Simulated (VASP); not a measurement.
# SrCl2 (I4/mmm) in VASP: further runs, part 2 of 2

VASP 6.6.1. Earlier steps stand in the parts before.

### 4 Single point, PBE (29.52 Å³/atom)

This run uses another cell than the first one, of 29.52 Å³/atom.

INCAR

```
  PREC = Accurate
  ENCUT = 520
  EDIFF = 1E-6
  ISMEAR = 0
  SIGMA = 0.05
  LREAL = False
  LASPH = True
  NELM = 100
  ALGO = Normal
  ISIF = 2
  LWAVE = False
  LCHARG = True
  GGA = PE
  LELF = True
  LVHAR = True
  NBANDS = 19
```

KPOINTS

```
regular mesh
0
Gamma
  6 6 6
```

POSCAR

```
SrCl2
1.0
    0.0000000000      3.5951309299      3.4261597762
    3.5951309299      0.0000000000      3.4261597762
    3.5951309299      3.5951309299      0.0000000000
Sr Cl
1 2
Direct
    0.0000000000      0.0000000000      0.0000000000
    0.2500000000      0.2500000000      0.2500000000
    0.7500000000      0.7500000000      0.7500000000
```

Potentials or basis: VASP PAW PBE potentials, release 64 (Sr_sv, Cl).

Started as:

```
> cat potpaw_PBE.64/Sr_sv/POTCAR potpaw_PBE.64/Cl/POTCAR > POTCAR
> mpirun -np 1 vasp_std > vasp.out
```

OUTCAR:

```text
PREC = Accurate
   ENCUT = 520
   EDIFF = 1E-6
   ISMEAR = 0
   LREAL = False
   LASPH = True
   NELM = 100
   ISIF = 2
   GGA = PE

 ion  position               nearest neighbor table
   1  0.000  0.000  0.000-   3 3.07   3 3.07   3 3.07   2 3.07   3 3.07   2 3.07   2 3.07   2 3.07

   2  0.250  0.250  0.250-   1 3.07   1 3.07   1 3.07   1 3.07
   3  0.750  0.750  0.750-   1 3.07   1 3.07   1 3.07   1 3.07

  LATTYP: Found a body centered tetragonal cell.
 ALAT       =     5.0842829196
 C/A-ratio  =     1.3477455249

  Lattice vectors:

 A1 = (   0.0000000000,  -3.5951309299,  -3.4261597762)
 A2 = (   0.0000000000,   3.5951309299,  -3.4261597762)
 A3 = (   3.5951309299,   0.0000000000,   3.4261597762)

Analysis of symmetry for initial positions (statically):
=====================================================================
 Subroutine PRICEL returns:
 Original cell was already a primitive cell.

 Routine SETGRP: Setting up the symmetry group for a
 body centered tetragonal supercell.

 Subroutine GETGRP returns: Found 16 space group operations
 (whereof 16 operations were pure point group operations)
 out of a pool of 16 trial point group operations.

The static configuration has the point symmetry D_4h.

Analysis of symmetry for dynamics (positions and initial velocities):
=====================================================================
 Subroutine PRICEL returns:
 Original cell was already a primitive cell.

 Routine SETGRP: Setting up the symmetry group for a
 body centered tetragonal supercell.

 Subroutine GETGRP returns: Found 16 space group operations
 (whereof 16 operations were pure point group operations)
 out of a pool of 16 trial point group operations.

The dynamic configuration has the point symmetry D_4h.

[... 109 lines left out ...]
   TEBEG  =    0.0;   TEEND  =   0.0 temperature during run
   PSTRESS=    0.0 pullay stress
   NELECT =      24.0000    total number of electrons
   NUPDOWN=      -1.0000    fix difference up-down
   EMIN   =  10.00;   EMAX   =-10.00  energy-range for DOS
   EFERMI =   0.00;   METHOD = LEGACY
   ISMEAR =     0;   SIGMA  =   0.05  broadening in eV -4-tet -1-fermi 0-gaus
   EFERMI_NEDOS =   21; number of points for ismear=-14 and -15
   IALGO  =     38    algorithm
   IMIX   =      4    mixing-type and parameters
     AMIX     =   0.40;   BMIX     =  1.00
     AMIX_MAG =   1.60;   BMIX_MAG =  1.00
  volume/ion in A,a.u.               =      29.52       199.22
  Fermi-wavevector in a.u.,A,eV,Ry     =   1.059391  2.001958 15.269942  1.122309
  Thomas-Fermi vector in A             =   2.194735
   LORBIT       =      0    0 simple, 1 ext, 2 COOP (PROOUT), +10 PAW based schemes
   GGA     = PE    functional components
   LHFCALC =     F    Hartree Fock is set to
   AEXX    =    0.0000 exact exchange contribution
   IVDW    =     0    specifies the selected vdW correction
   LEPSILON=     F    determine dielectric tensor
   LRPA    =     F    only Hartree local field effects (RPA)
 non-spin polarized calculation
 Gauss-broadening in eV      SIGMA  =   0.05
  energy-cutoff  :      520.00
  volume of cell :       88.57
 maximum number of plane-waves:      2405
 NGX is ok and might be reduce to    40
   NGX = 19   NGY = 19   NGZ = 19

 number of electron      23.9999999 magnetization

 Free energy of the ion-electron system (eV)
  ---------------------------------------------------
  ext. energy  EPLUGINS =         0.00000000
  ---------------------------------------------------
  free energy    TOTEN  =       -12.76953805 eV

  energy without entropy =      -12.76953805  energy(sigma->0) =      -12.76953805

 E-fermi :   0.3124     XC(G=0):  -8.1022

 val. band max:        0.0896284961   @ k =   0.5000   0.5000   0.0000
 cond. band min:       5.0141032030   @ k =   0.0000   0.0000   0.0000
 fundamental gap:      4.9244747069
 Fermi energy:         0.3123971315

 k-point     1 :       0.0000    0.0000    0.0000
  band No.  band energies     occupation
      1     -33.1531      2.00000
      2     -15.1360      2.00000
      3     -15.1214      2.00000
      4     -15.1214      2.00000
      5     -13.2910      2.00000
      6     -12.5133      2.00000
[... 505 lines left out ...]
      6     -12.7113      2.00000
[... 11 lines left out ...]
     18       8.5764      0.00000
     19       9.4015      0.00000

 [... further k-points ...]
[... 5 lines left out ...]
  --------------------------------------------------------------------------------------
  -------------------------------------------------------------------------------------
  Total       -0.6540778     -0.6540778      0.6582303      0.0000000      0.0000000     -0.0000000
  in kB      -11.8324036    -11.8324036     11.9075220      0.0000000      0.0000000     -0.0000000
  external PRESSURE =      -3.9190950 kB  Pullay stress =       0.0000000 kB

 VOLUME and BASIS-vectors are now :
 -----------------------------------------------------------------------------
  energy-cutoff  :      520.00
  volume of cell :       88.57
      direct lattice vectors                 reciprocal lattice vectors
     0.000000000  3.595130930  3.426159776    -0.139076993  0.139076993  0.145935985
     3.595130930  0.000000000  3.426159776     0.139076993 -0.139076993  0.145935985
     3.595130930  3.595130930  0.000000000     0.139076993  0.139076993 -0.145935985

 POSITION                                       TOTAL-FORCE (eV/Angst)
 -----------------------------------------------------------------------------------
      0.00000      0.00000      0.00000         0.000000     -0.000000     -0.000000
      1.79757      1.79757      1.71308        -0.000000     -0.000000     -0.000000
      5.39270      5.39270      5.13924         0.000000      0.000000      0.000000
 -----------------------------------------------------------------------------------
    total drift:                               -0.000000     -0.000000      0.000000

  FREE ENERGIE OF THE ION-ELECTRON SYSTEM (eV)
  ---------------------------------------------------
  free  energy   TOTEN  =       -12.7695380490 eV

  energy  without entropy=      -12.7695380490  energy(sigma->0) =      -12.76953805
```

OSZICAR:

```text
N       E                     dE             d eps       ncg     rms          rms(c)
DAV:   1     0.140437003692E+03    0.14044E+03   -0.11333E+04  1140   0.113E+03
DAV:   2    -0.339311018340E+01   -0.14383E+03   -0.13911E+03  1487   0.217E+02
DAV:   3    -0.127488169200E+02   -0.93557E+01   -0.93263E+01  1495   0.559E+01
DAV:   4    -0.130646478114E+02   -0.31583E+00   -0.31529E+00  1888   0.870E+00
DAV:   5    -0.130681570849E+02   -0.35093E-02   -0.35089E-02  1561   0.881E-01    0.117E+01
DAV:   6    -0.127515030672E+02    0.31665E+00   -0.64170E-01  1360   0.441E+00    0.758E+00
DAV:   7    -0.127585211186E+02   -0.70181E-02   -0.35449E-01  1546   0.354E+00    0.223E+00
DAV:   8    -0.127670459248E+02   -0.85248E-02   -0.52508E-02  1270   0.128E+00    0.390E-01
DAV:   9    -0.127680432254E+02   -0.99730E-03   -0.21647E-03  1489   0.266E-01    0.139E-01
DAV:  10    -0.127694306120E+02   -0.13874E-02   -0.10205E-03  1221   0.185E-01    0.346E-02
DAV:  11    -0.127695154507E+02   -0.84839E-04   -0.55629E-05  1520   0.421E-02    0.413E-02
DAV:  12    -0.127695361891E+02   -0.20738E-04   -0.20495E-05  1218   0.231E-02    0.368E-03
DAV:  13    -0.127695380656E+02   -0.18765E-05   -0.19955E-06  1401   0.772E-03    0.439E-03
DAV:  14    -0.127695380490E+02    0.16636E-07   -0.38724E-07   972   0.413E-03
   1 F= -.12769538E+02 E0= -.12769538E+02  d E =-.312641E-12
```

It took 37 s on 1 thread of Intel Xeon Platinum 8488C (Sapphire Rapids), shared host; peak memory 0.25 GiB.

What came out:

| Item | Value |
| --- | --- |
| Free energy | -12.7695 eV |
| Pressure | -0.4 GPa |
| Band gap on the k mesh | 4.92 eV (least direct gap 5.20 eV) |

Levels at points of the mesh, in eV from the valence-band top:
| k point | band 10 | band 11 | band 12 | band 13 | band 14 | band 15 |
| --- | --- | --- | --- | --- | --- | --- |
| (0.00, 0.00, 0.00) | -0.64 | -0.64 | -0.27 | 4.92 | 5.75 | 6.10 |
| (0.50, 0.00, 0.00) | -1.44 | -1.21 | -1.17 | 6.42 | 6.50 | 7.12 |
| (0.50, 0.50, 0.00) | -0.64 | -0.64 | 0.00 | 5.30 | 6.93 | 7.28 |
| (0.50, 0.00, 0.50) | -0.73 | -0.32 | -0.28 | 5.30 | 6.61 | 7.30 |

A k mesh can miss the band edges.

### 5 Single point, PBE (27.20 Å³/atom)

This run uses another cell than the first one, of 27.20 Å³/atom.

INCAR

```
SYSTEM = SrCl2
ALGO = Normal
EDIFF = 1E-6
ENCUT = 520
GGA = PE
ISIF = 2
ISMEAR = 0
LASPH = .TRUE.
LCHARG = .FALSE.
LREAL = .FALSE.
LWAVE = .FALSE.
NBANDS = 19
NELM = 100
PREC = Accurate
SIGMA = 0.05
```

KPOINTS

```
k-points
0
G
  6 6 6
  0 0 0
```

POSCAR

```
SrCl2
1.0
    0.0000000000      3.3516689408      3.6315332974
    3.3516689408      0.0000000000      3.6315332974
    3.3516689408      3.3516689408      0.0000000000
Sr Cl
1 2
Direct
    0.0000000000      0.0000000000      0.0000000000
    0.2500000000      0.2500000000      0.2500000000
    0.7500000000      0.7500000000      0.7500000000
```

Started as:

```
> cat potpaw_PBE.64/Sr_sv/POTCAR potpaw_PBE.64/Cl/POTCAR > POTCAR
> mpirun -np 1 vasp_std > vasp.out
```

Run time: 29 s. Hardware: 1 thread of AMD EPYC 9R45 (Zen 5), shared host; peak memory 0.21 GiB.

It converged, with:

```yaml
Free_energy: -12.6836 eV
Pressure: 2.8 GPa
Band_gap_on_the_k_mesh: 5.00 eV (least direct gap 5.22 eV)
```

Stress tensor (GPa, compression positive):
```
 4.23  0.00  0.00
 0.00  4.23  0.00
 0.00  0.00 -0.09
```

Levels at points of the mesh, in eV from the valence-band top:
| k point | band 9 | band 10 | band 11 | band 12 | band 13 | band 14 | band 15 | band 16 |
| --- | --- | --- | --- | --- | --- | --- | --- | --- |
| (0.00, 0.00, 0.00) | -2.30 | -0.94 | -0.33 | -0.33 | 5.00 | 5.88 | 6.15 | 8.66 |
| (0.50, 0.00, 0.00) | -1.74 | -1.60 | -1.31 | -1.27 | 6.45 | 6.57 | 7.36 | 7.67 |
| (0.50, 0.50, 0.00) | -2.18 | -0.49 | -0.47 | -0.47 | 5.24 | 6.51 | 7.50 | 7.58 |
| (0.50, 0.00, 0.50) | -2.02 | -1.03 | -0.32 | 0.00 | 5.22 | 7.14 | 7.52 | 7.97 |

### 6 Summary

| cell | gap on the mesh (eV) | pressure (GPa) |
| --- | --- | --- |
| a = 4.952, b = 4.952, c = 5.030 Å, angles 59.5, 59.5, 61.1°, 3 atoms | 5.08 | 0.1 |
| a = 4.945, b = 4.945, c = 5.139 Å, angles 58.7, 58.7, 62.6°, 3 atoms | 4.70 | -0.4 |
| a = 4.966, b = 4.966, c = 5.084 Å, angles 59.2, 59.2, 61.6°, 3 atoms | 4.92 | -0.4 |
| a = 4.942, b = 4.942, c = 4.740 Å, angles 61.3, 61.3, 57.3°, 3 atoms | 5.00 | 2.8 |

Alike in all rows: task single point; level PBE; potentials or basis VASP PAW PBE potentials, release 64 (Sr_sv, Cl); no spin polarisation; k mesh 6 × 6 × 6; cutoff (eV) 520; smearing gaussian 0.05 eV.

Total energies depend on the potentials used, so only differences within one code and one set of settings carry meaning.
